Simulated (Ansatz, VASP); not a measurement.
# One calculation of BP, two programs

POSCAR

```
BP
1.0
    0.0000000000      2.2682668145      2.3363148189
    2.2682668145      0.0000000000      2.3363148189
    2.2682668145      2.2682668145      0.0000000000
B P
1 1
Direct
    0.0000000000      0.0000000000      0.0000000000
    0.7500000000      0.7500000000      0.7500000000
```

Contents of INCAR.step1:

```
SYSTEM = BP
PREC = Accurate
ENCUT = 520
ISMEAR = 0
SIGMA = 0.05
LREAL = .FALSE.
LASPH = .TRUE.
NELM = 60
NBANDS = 11
GGA = PE
ALGO = Normal
EDIFF = 1E-4
LWAVE = .TRUE.
LCHARG = .FALSE.
```

File INCAR.step2:

```
SYSTEM = BP
PREC = Accurate
ENCUT = 520
EDIFF = 1E-6
ISMEAR = 0
SIGMA = 0.05
LREAL = .FALSE.
LASPH = .TRUE.
NELM = 60
ALGO = Normal
ISIF = 2
LWAVE = .FALSE.
LCHARG = .FALSE.
METAGGA = R2SCAN
LMIXTAU = .TRUE.
NBANDS = 11
ISTART = 1
```

Contents of KPOINTS:

```
Automatic mesh
0
G
  10 10 10
  0 0 0
```

Input for Ansatz:

```yaml
crystal:
  lattice:
    - [0.0, 2.2682668145, 2.3363148189]
    - [2.2682668145, 0.0, 2.3363148189]
    - [2.2682668145, 2.2682668145, 0.0]
  atoms:
    - { symbol: B, position: [0.0, 0.0, 0.0] }
    - { symbol: P, position: [0.75, 0.75, 0.75] }
basis:
  ecutwfc: 500
kpoints:
  mp_grid: { grid: [10, 10, 10] }
hamiltonian:
  xc: r2scan
scf:
  occupations: { method: gaussian, width: 0.05 }
output:
  forces: true
  stress: true
  eigenvalues: true
```

Change from the starting cell: strain +0.000 along x and y, +0.030 along z, atoms carried along.

Alike in both runs: task single point; functional r2SCAN; k mesh 10 × 10 × 10; occupations gaussian, width 0.05 eV; no spin polarisation.

|  | VASP | Ansatz |
| --- | --- | --- |
| version | VASP 6.6.1 | Ansatz 0.2.0 |
| potentials or method | VASP PAW PBE potentials, release 64 (B, P), cutoff 520 eV | scalar-relativistic, plane waves, PAW |
| valence electrons in the cell | 8 | 8 |

```csv
,VASP,Ansatz,Ansatz less VASP
gap on the k mesh at the Fermi level (eV),1.25,1.22,-0.029
least direct gap on the mesh (eV),3.44,3.40,-0.039
pressure (GPa),-5.2,-4.7,+0.48
"traceless stress, the component that is largest in VASP (GPa)",-5.76,-5.74,+0.025
```

VASP's potentials were made for PBE, not for r2SCAN. The functional is the same, so the differences come from potentials, cutoffs and numerics.
